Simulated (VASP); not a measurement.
Here is a VASP 6.6.1 calculation.

POSCAR

```
La
1.0
    3.5237638231      0.0000000000      0.0000000000
   -1.7618819115      3.0516689877      0.0000000000
    0.0000000000      0.0000000000      5.8939221097
La
2
Direct
    0.3333333333      0.6666666667      0.2500000000
    0.6666666667      0.3333333333      0.7500000000
```

File INCAR.step1:

```
SYSTEM = La
  ALGO = Normal
  EDIFF = 1E-4
  ENCUT = 520
  GGA = PE
  ISMEAR = -1
  LASPH = .TRUE.
  LCHARG = .FALSE.
  LREAL = .FALSE.
  LWAVE = .TRUE.
  NBANDS = 18
  NELM = 60
  PREC = Accurate
  SIGMA = 0.1
```

The input INCAR.step2:

```
SYSTEM = La
  ALGO = Normal
  EDIFF = 1E-6
  ENCUT = 520
  ISIF = 2
  ISMEAR = -1
  ISTART = 1
  LASPH = .TRUE.
  LCHARG = .FALSE.
  LMIXTAU = .TRUE.
  LREAL = .FALSE.
  LWAVE = .FALSE.
  METAGGA = R2SCAN
  NBANDS = 18
  NELM = 60
  PREC = Accurate
  SIGMA = 0.1
```

File KPOINTS:

```
k-points
0
G
  7 7 4
  0 0 0
```

Potentials or basis: VASP PAW PBE potentials, release 64 (La).

Run with:

```sh
$ cat potpaw_PBE.64/La/POTCAR > POTCAR
$ cp INCAR.step1 INCAR
$ mpirun -np 1 vasp_std > vasp.out
$ cp INCAR.step2 INCAR
$ mpirun -np 1 vasp_std > vasp.out
```

(1) What does it give for the band gap on the k mesh?

(2) Predict the pressure.

## Answers

(1) zero (bands 11 and 12 overlap by 1.80 eV).

(2) 5.2 GPa.

Caveat: the cell stands under pressure; the PAW data sets were made with another functional, which shifts forces and pressure a little; spin-orbit coupling is left out, which moves the levels of the heavy elements.
